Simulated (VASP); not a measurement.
# Si: single point with PBE

The system is Si.

```
CELL_PARAMETERS angstrom
3.83212 0.00000 0.00000
-1.91606 3.31871 0.00000
0.00000 0.00000 6.21378
ATOMIC_POSITIONS crystal
Si 0.33333 0.66667 0.06177
Si 0.66667 0.33333 0.56177
Si 0.33333 0.66667 0.43823
Si 0.66667 0.33333 0.93823
```

This cell differs from its parent crystal: uniaxial z strain -2.0%.

```yaml
Program: VASP 6.6.1
Task: single point
Functional: PBE
Potentials_or_basis: VASP PAW PBE potentials, release 64 (Si)
Cutoff: 520 eV
k_mesh: 12 × 12 × 4
Occupations: fermi-dirac, width 0.02 eV
Spin: no spin polarisation
Dipole_correction: no
Further_INCAR_settings: ALGO = Normal; EDIFF = 1e-07; NBANDS = 16
```

```yaml
Pressure: 3.2 GPa
Largest_force: 0.017 eV/Å
Band_gap_on_the_k_mesh: 0.32 eV (least direct gap 0.89 eV)
```

Forces on the atoms (eV/Å):
```
Si   0.000  0.000 -0.017
Si   0.000  0.000 -0.017
Si   0.000  0.000  0.017
Si   0.000  0.000  0.017
```

Stress tensor (GPa, compression positive):
```
2.04 0.00 0.00
0.00 2.04 0.00
0.00 0.00 5.58
```

Levels at points of the mesh, in eV from the valence-band top:
| k point | band 4 | band 5 | band 6 | band 7 | band 8 | band 9 | band 10 | band 11 | band 12 | band 13 |
| --- | --- | --- | --- | --- | --- | --- | --- | --- | --- | --- |
| (0.00, 0.00, 0.00) | -1.63 | -1.63 | -0.21 | 0.00 | 0.00 | 0.89 | 1.94 | 1.94 | 2.70 | 3.66 |
| (0.50, 0.00, 0.00) | -5.93 | -4.71 | -3.15 | -3.00 | -1.43 | 0.32 | 2.41 | 3.11 | 3.13 | 4.78 |
| (0.00, 0.00, 0.50) | -4.11 | -1.00 | -1.00 | -1.00 | -1.00 | 1.72 | 1.72 | 2.95 | 2.95 | 2.95 |
| (0.50, 0.00, 0.50) | -7.30 | -2.48 | -2.48 | -2.36 | -2.36 | 0.97 | 0.97 | 1.72 | 1.72 | 5.75 |

Wall time 120 s on 1 thread of Intel Xeon 8259CL, with other jobs on the host, peak memory 0.21 GiB.

Caveat: the cell differs from its parent crystal (uniaxial z strain -2.0%); the cell stands under pressure. A k mesh can miss the band edges.
